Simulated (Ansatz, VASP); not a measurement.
**Two plane-wave programs on Nb**

```
CELL_PARAMETERS angstrom
0.00000 2.95632 2.95632
2.95632 0.00000 2.95632
2.95632 2.95632 0.00000
ATOMIC_POSITIONS crystal
Nb 0.00000 0.00000 0.00000
Nb 0.25000 0.25000 0.25000
```

Alike in both runs: functional PBE; k mesh 11 × 11 × 11; occupations fermi-dirac, width 0.08 eV; no spin polarisation.

Ansatz relaxed the structure, and its values are those at the end. VASP's run is a single point on that final structure, the one shown.

|  | VASP | Ansatz |
| --- | --- | --- |
| version | VASP 6.6.1 | Ansatz 0.2.0 |
| potentials or method | VASP PAW PBE potentials, release 64 (Nb_sv) | PAW with Ansatz's earlier generated frozen-core files (soft_1), scalar-relativistic |
| plane-wave cutoff (eV) | 520 | 420 |
| valence electrons in the cell | 26 | 26 |

```tsv
	VASP	Ansatz	Ansatz less VASP
pressure (GPa)	0.0	0.0	+0.01
```
